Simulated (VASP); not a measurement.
Set up this calculation in VASP 6.6.1, as the native input.

* Task: single point
* Functional: PBE
* Potentials or basis: VASP PAW PBE potentials, release 64 (Na_pv)
* Cutoff: 520 eV
* k mesh: 6 × 6 × 6
* Occupations: fermi-dirac, width 0.02 eV
* Spin: no spin polarisation
* Dipole correction: no
* Further INCAR settings: ALGO = Fast; EDIFF = 1e-06; NBANDS = 10

The structure of Na lies in POSCAR:

```
Na
1.0
   -2.1410000000      2.1410000000      2.1410000000
    2.1410000000     -2.1410000000      2.1410000000
    2.1410000000      2.1410000000     -2.1410000000
Na
1
Direct
    0.0000000000      0.0000000000      0.0000000000
```

The input as run:

INCAR

```
SYSTEM = Na
PREC = Accurate
ENCUT = 520
EDIFF = 1E-6
ISMEAR = -1
SIGMA = 0.02
LREAL = .FALSE.
LASPH = .TRUE.
NELM = 60
ALGO = Fast
ISIF = 2
LWAVE = .FALSE.
LCHARG = .FALSE.
GGA = PE
NBANDS = 10
```

KPOINTS

```
Automatic mesh
0
G
  6 6 6
  0 0 0
```

Potentials or basis: VASP PAW PBE potentials, release 64 (Na_pv).

The run is started by

```sh
$ cat potpaw_PBE.64/Na_pv/POTCAR > POTCAR
$ mpirun -np 1 vasp_std > vasp.out
```

Results of the run:

```
Pressure : -0.4 GPa
```

It took 9.9 s on 1 thread of Intel Xeon 8259CL, with other jobs on the host, peak memory 0.14 GiB.
